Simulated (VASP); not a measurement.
# Au in VASP: single point with PBEsol

Aim: the single point of Au with PBEsol.

Program: VASP 6.6.1. These are calculated values, not measurements. Logs are shortened: lines on timing, memory, paths and dates and some standing lists are left out, and cuts for length are marked.

## (1) The cell of the first run

The cell holds a slab with vacuum, 11 atoms: a = 4.082 Å, b = 2.887 Å, c = 30.433 Å, α = 90.00°, β = 90.00°, γ = 90.00°.

## (2) Single point, PBEsol

INCAR reads:

```
ALGO = Normal
DIPOL = 0.5 0.5 0.500
EDIFF = 1E-6
ENCUT = 520
GGA = PS
IDIPOL = 3
ISIF = 2
ISMEAR = 1
LASPH = True
LCHARG = False
LDIPOL = True
LREAL = False
LWAVE = False
NBANDS = 72
NELM = 60
PREC = Accurate
SIGMA = 0.1
```

KPOINTS reads:

```
k-points
0
Gamma
  8 11 1
```

POSCAR reads:

```
Au
1.0
    4.0821568120      0.0000000000      0.0000000000
    0.0000000000      2.8865207640      0.0000000000
    0.0000000000      0.0000000000     30.4326038200
Au
11
Direct
    0.0000000000      0.0000000000      0.2628759618
    0.5000000000      0.5000000000      0.3103007695
    0.0000000000      0.0000000000      0.3577255771
    0.5000000000      0.5000000000      0.4051503847
    0.0000000000      0.0000000000      0.4525751924
    0.5000000000      0.5000000000      0.5000000000
    0.0000000000      0.0000000000      0.5474248076
    0.5000000000      0.5000000000      0.5948496153
    0.0000000000      0.0000000000      0.6422744229
    0.5000000000      0.5000000000      0.6896992305
    0.0000000000      0.0000000000      0.7371240382
```

Potentials or basis: VASP PAW PBE potentials, release 64 (Au).

On the command line:

```console
$ cat potpaw_PBE.64/Au/POTCAR > POTCAR
$ mpirun -np 1 vasp_std > vasp.out
```

OUTCAR:

```text
EDIFF = 1E-6
   ENCUT = 520
   GGA = PS
   ISIF = 2
   ISMEAR = 1
   LASPH = True
   LREAL = False
   NELM = 60
   PREC = Accurate

 ion  position               nearest neighbor table
   1  0.000  0.000  0.263-   2 2.89   2 2.89   2 2.89   2 2.89   3 2.89
   2  0.500  0.500  0.310-   4 2.89   3 2.89   3 2.89   3 2.89   3 2.89   1 2.89   1 2.89   1 2.89
                             1 2.89
   3  0.000  0.000  0.358-   2 2.89   2 2.89   2 2.89   2 2.89   4 2.89   4 2.89   4 2.89   4 2.89
                             1 2.89   5 2.89
   4  0.500  0.500  0.405-   2 2.89   3 2.89   3 2.89   3 2.89   3 2.89   5 2.89   5 2.89   5 2.89
                             5 2.89   6 2.89
   5  0.000  0.000  0.453-   7 2.89   6 2.89   6 2.89   6 2.89   6 2.89   4 2.89   4 2.89   4 2.89
                             4 2.89   3 2.89
   6  0.500  0.500  0.500-   5 2.89   7 2.89   5 2.89   7 2.89   5 2.89   7 2.89   5 2.89   7 2.89
                             4 2.89   8 2.89
   7  0.000  0.000  0.547-   5 2.89   6 2.89   6 2.89   6 2.89   6 2.89   8 2.89   8 2.89   8 2.89
                             8 2.89   9 2.89
   8  0.500  0.500  0.595-  10 2.89   9 2.89   9 2.89   9 2.89   9 2.89   7 2.89   7 2.89   7 2.89
                             7 2.89   6 2.89
   9  0.000  0.000  0.642-  10 2.89  10 2.89  10 2.89  10 2.89   8 2.89   8 2.89   8 2.89   8 2.89
                             7 2.89  11 2.89
  10  0.500  0.500  0.690-   8 2.89   9 2.89   9 2.89   9 2.89   9 2.89  11 2.89  11 2.89  11 2.89
                            11 2.89
  11  0.000  0.000  0.737-  10 2.89  10 2.89  10 2.89  10 2.89   9 2.89

  LATTYP: Found a simple orthorhombic cell.
 ALAT       =     2.8865207640
 B/A-ratio  =     1.4142135622
 C/A-ratio  =    10.5430053369

  Lattice vectors:

 A1 = (   0.0000000000,  -2.8865207640,   0.0000000000)
 A2 = (   4.0821568120,   0.0000000000,   0.0000000000)
 A3 = (   0.0000000000,   0.0000000000,  30.4326038200)

Analysis of symmetry for initial positions (statically):
=====================================================================
 Subroutine PRICEL returns:
 Original cell was already a primitive cell.

 Routine SETGRP: Setting up the symmetry group for a
 simple orthorhombic supercell.

 Subroutine GETGRP returns: Found  8 space group operations
 (whereof  8 operations were pure point group operations)
 out of a pool of  8 trial point group operations.

The static configuration has the point symmetry D_2h.

Analysis of symmetry for dynamics (positions and initial velocities):
=====================================================================
 Subroutine PRICEL returns:
 Original cell was already a primitive cell.

 Routine SETGRP: Setting up the symmetry group for a
 simple orthorhombic supercell.

 Subroutine GETGRP returns: Found  8 space group operations
 (whereof  8 operations were pure point group operations)
 out of a pool of  8 trial point group operations.

The dynamic configuration has the point symmetry D_2h.

 Subroutine INISYM returns: Found  8 space group operations
 (whereof  8 operations are pure point group operations),
 and found     1 'primitive' translations

----------------------------------------------------------------------------------------

                                     Primitive cell

  volume of cell :     358.5944

  direct lattice vectors                    reciprocal lattice vectors
     4.082156812  0.000000000  0.000000000     0.244968541  0.000000000  0.000000000
     0.000000000  2.886520764  0.000000000     0.000000000  0.346437834  0.000000000
     0.000000000  0.000000000 30.432603820     0.000000000  0.000000000  0.032859495

  length of vectors
     4.082156812  2.886520764 30.432603820     0.244968541  0.346437834  0.032859495

  position of ions in fractional coordinates (direct lattice)
     0.000000000  0.000000000  0.262875962
     0.500000000  0.500000000  0.310300770
     0.000000000  0.000000000  0.357725577
     0.500000000  0.500000000  0.405150385
     0.000000000  0.000000000  0.452575192
     0.500000000  0.500000000  0.500000000
     0.000000000  0.000000000  0.547424808
     0.500000000  0.500000000  0.594849615
     0.000000000  0.000000000  0.642274423
     0.500000000  0.500000000  0.689699230
     0.000000000  0.000000000  0.737124038

  ion indices of the primitive-cell ions
   primitive index   ion index
                 1           1
                 2           2
                 3           3
                 4           4
                 5           5
                 6           6
                 7           7
                 8           8
                 9           9
                10          10
                11          11

----------------------------------------------------------------------------------------

 KPOINTS: k-points

Automatic generation of k-mesh.
 Grid dimensions read from file:
 generate k-points for:    8   11    1

 Generating k-lattice:

  Cartesian coordinates                     Fractional coordinates (reciprocal lattice)
     0.030621068  0.000000000  0.000000000     0.125000000  0.000000000  0.000000000
     0.000000000  0.031494349  0.000000000     0.000000000  0.090909091  0.000000000
     0.000000000  0.000000000  0.032859495     0.000000000  0.000000000  1.000000000

  Length of vectors
     0.030621068  0.031494349  0.032859495

  Shift w.r.t. Gamma in fractional coordinates (k-lattice)
     0.000000000  0.000000000  0.000000000

 Subroutine IBZKPT returns following result:
 ===========================================

 Found     30 irreducible k-points:

 Following reciprocal coordinates:
            Coordinates               Weight
  0.000000  0.000000  0.000000      1.000000
  0.125000  0.000000  0.000000      2.000000
  0.250000  0.000000  0.000000      2.000000
  0.375000  0.000000  0.000000      2.000000
  0.500000  0.000000  0.000000      1.000000
  0.000000  0.090909  0.000000      2.000000
[... 16 lines left out ...]
  0.250000  0.363636  0.000000      4.000000
  0.375000  0.363636  0.000000      4.000000
 [... further k-points ...]
   k-points           NKPTS =     30   k-points in BZ     NKDIM =     30   number of bands    NBANDS=     72
   number of dos      NEDOS =    301   number of ions     NIONS =     11
   total plane-waves  NPLWV = 172800
   dimension x,y,z NGX =    30 NGY =   24 NGZ =  240
   dimension x,y,z NGXF=    60 NGYF=   48 NGZF=  480
   ions per type =              11
   NGX,Y,Z   is equivalent  to a cutoff of  12.22, 13.82, 13.11 a.u.
   NGXF,Y,Z  is equivalent  to a cutoff of  24.44, 27.65, 26.22 a.u.
 SYSTEM =  unknown system
   PREC   = accura    normal or accurate (medium, high low for compatibility)
   ISTART =      0    job   : 0-new  1-cont  2-samecut
   ICHARG =      2    charge: 1-file 2-atom 10-const
   ISPIN  =      1    spin polarized calculation?
   LNONCOLLINEAR =      F non collinear calculations
   LSORBIT =      F    spin-orbit coupling
   LASPH  =      T    aspherical Exc in radial PAW
   ENCUT  =  520.0 eV  38.22 Ry    6.18 a.u.   7.59  5.37 56.58*2*pi/ulx,y,z
   NELM   =     60;   NELMIN=  2; NELMDL= -5     # of ELM steps
   EDIFF  = 0.1E-05   stopping-criterion for ELM
   LREAL  =      F    real-space projection
[... 7 lines left out ...]
   TEBEG  =    0.0;   TEEND  =   0.0 temperature during run
   PSTRESS=    0.0 pullay stress
   NELECT =     121.0000    total number of electrons
   NUPDOWN=      -1.0000    fix difference up-down
   EMIN   =  10.00;   EMAX   =-10.00  energy-range for DOS
   EFERMI =   0.00;   METHOD = LEGACY
   ISMEAR =     1;   SIGMA  =   0.10  broadening in eV -4-tet -1-fermi 0-gaus
   EFERMI_NEDOS =   21; number of points for ismear=-14 and -15
   IALGO  =     38    algorithm
   IMIX   =      4    mixing-type and parameters
     AMIX     =   0.40;   BMIX     =  1.00
     AMIX_MAG =   1.60;   BMIX_MAG =  1.00
  volume/ion in A,a.u.               =      32.60       219.99
  Fermi-wavevector in a.u.,A,eV,Ry     =   1.139730  2.153778 17.673769  1.298985
  Thomas-Fermi vector in A             =   2.276433
   LORBIT       =      0    0 simple, 1 ext, 2 COOP (PROOUT), +10 PAW based schemes
   GGA     = PS    functional components
   LHFCALC =     F    Hartree Fock is set to
   AEXX    =    0.0000 exact exchange contribution
   IVDW    =     0    specifies the selected vdW correction
   LEPSILON=     F    determine dielectric tensor
   LRPA    =     F    only Hartree local field effects (RPA)
 non-spin polarized calculation
 Methfessel and Paxton  Order N= 1 SIGMA  =   0.10
  energy-cutoff  :      520.00
  volume of cell :      358.59
 maximum number of plane-waves:      9717
   NGX = 15   NGY = 11   NGZ =113

 dipolmoment           0.000000      0.000000      0.000000 electrons x Angstroem

 number of electron     120.9999985 magnetization

 dipolmoment           0.000000      0.000000     -0.000000 electrons x Angstroem

 Free energy of the ion-electron system (eV)
  ---------------------------------------------------
  ext. energy  EPLUGINS =         0.00000000
  ---------------------------------------------------
  free energy    TOTEN  =       -41.30248592 eV

  energy without entropy =      -41.30216179  energy(sigma->0) =      -41.30237788

 E-fermi :   2.4226     XC(G=0):  -7.3517

 val. band max:        2.3977413032   @ k =   0.5000   0.0909   0.0000
 cond. band min:       2.4296162345   @ k =   0.2500   0.4545   0.0000
 fundamental gap:      0.0318749313
 Fermi energy:         2.4225642146

 k-point     1 :       0.0000    0.0000    0.0000
  band No.  band energies     occupation
      1      -7.3793      2.00000
      2      -6.8090      2.00000
      3      -6.0006      2.00000
      4      -5.0629      2.00000
      5      -4.5984      2.00000
      6      -4.2913      2.00000
[... 64 lines left out ...]
     71       7.7196      0.00000
     72       8.2560      0.00000

 k-point     2 :       0.1250    0.0000    0.0000
  band No.  band energies     occupation
      1      -7.2009      2.00000
      2      -6.6470      2.00000
      3      -5.8819      2.00000
      4      -5.0466      2.00000
      5      -4.5385      2.00000
      6      -4.3418      2.00000
[... 64 lines left out ...]
     71       7.7368      0.00000
     72       8.1076      0.00000

 k-point     3 :       0.2500    0.0000    0.0000
  band No.  band energies     occupation
      1      -6.6818      2.00000
      2      -6.1810      2.00000
      3      -5.5579      2.00000
      4      -5.0032      2.00000
      5      -4.6057      2.00000
      6      -4.4100      2.00000
[... 1564 lines left out ...]
     71       7.3639      0.00000
     72       8.0948      0.00000

 k-point    24 :       0.3750    0.3636    0.0000
  band No.  band energies     occupation
      1      -4.8698      2.00000
      2      -4.4112      2.00000
      3      -4.3750      2.00000
      4      -4.0010      2.00000
      5      -3.7877      2.00000
      6      -3.7614      2.00000
[... 64 lines left out ...]
     71       7.5904      0.00000
     72       8.4971      0.00000

 [... further k-points ...]

------------------------ aborting loop because EDIFF is reached ----------------------------------------

 vacuum level on the upper side and lower side of the slab       (xc-potential included)        -0.236        -0.236

  FORCE on cell =-STRESS in cart. coord.  units (eV):
  Direction    XX          YY          ZZ          XY          YZ          ZX
  --------------------------------------------------------------------------------------
  -------------------------------------------------------------------------------------
  Total       -4.0072350     -5.2473799     -1.7711618      0.0000000      0.0000000      0.0000000
  in kB      -17.9040759    -23.4449660     -7.9134404      0.0000000      0.0000000      0.0000000
  external PRESSURE =     -16.4208274 kB  Pullay stress =       0.0000000 kB

 VOLUME and BASIS-vectors are now :
 -----------------------------------------------------------------------------
  energy-cutoff  :      520.00
  volume of cell :      358.59
      direct lattice vectors                 reciprocal lattice vectors
     4.082156812  0.000000000  0.000000000     0.244968541  0.000000000  0.000000000
     0.000000000  2.886520764  0.000000000     0.000000000  0.346437834  0.000000000
     0.000000000  0.000000000 30.432603820     0.000000000  0.000000000  0.032859495

 POSITION                                       TOTAL-FORCE (eV/Angst)
 -----------------------------------------------------------------------------------
      0.00000      0.00000      8.00000        -0.000000      0.000000      0.518921
      2.04108      1.44326      9.44326        -0.000000      0.000000     -0.483125
      0.00000      0.00000     10.88652        -0.000000      0.000000     -0.035064
      2.04108      1.44326     12.32978        -0.000000      0.000000      0.010567
      0.00000      0.00000     13.77304         0.000000      0.000000     -0.016155
      2.04108      1.44326     15.21630        -0.000000      0.000000      0.000000
      0.00000      0.00000     16.65956         0.000000      0.000000      0.016155
      2.04108      1.44326     18.10282        -0.000000      0.000000     -0.010567
      0.00000      0.00000     19.54608        -0.000000      0.000000      0.035064
      2.04108      1.44326     20.98934        -0.000000      0.000000      0.483125
      0.00000      0.00000     22.43260        -0.000000     -0.000000     -0.518921
 -----------------------------------------------------------------------------------
    total drift:                                0.000000      0.000000     -0.000000

  FREE ENERGIE OF THE ION-ELECTRON SYSTEM (eV)
  ---------------------------------------------------
  free  energy   TOTEN  =       -41.3024859228 eV

  energy  without entropy=      -41.3021617869  energy(sigma->0) =      -41.30237788

 vacuum level on the upper side and lower side of the slab         7.259         7.259
```

Wall time 32 min (1 thread of Oxide Virtual Turin-like, shared host); peak memory 0.71 GiB.

What came out:

```
Free energy            : -41.3025 eV
Largest force          : 0.519 eV/Å
Band gap on the k mesh : zero (an odd number of electrons rules out a gap without spin polarisation)
```

Forces on the atoms (eV/Å):
```
Au   0.000  0.000  0.519
Au   0.000  0.000 -0.483
Au   0.000  0.000 -0.035
Au   0.000  0.000  0.011
Au   0.000  0.000 -0.016
Au   0.000  0.000  0.000
Au   0.000  0.000  0.016
Au   0.000  0.000 -0.011
Au   0.000  0.000  0.035
Au   0.000  0.000  0.483
Au   0.000  0.000 -0.519
```

Caveat: the PAW data sets were made with another functional, which shifts forces and pressure a little; spin-orbit coupling is left out, which moves the levels of the heavy elements.

The gap in the log of VASP goes by the Fermi energy; the results here count the filled bands.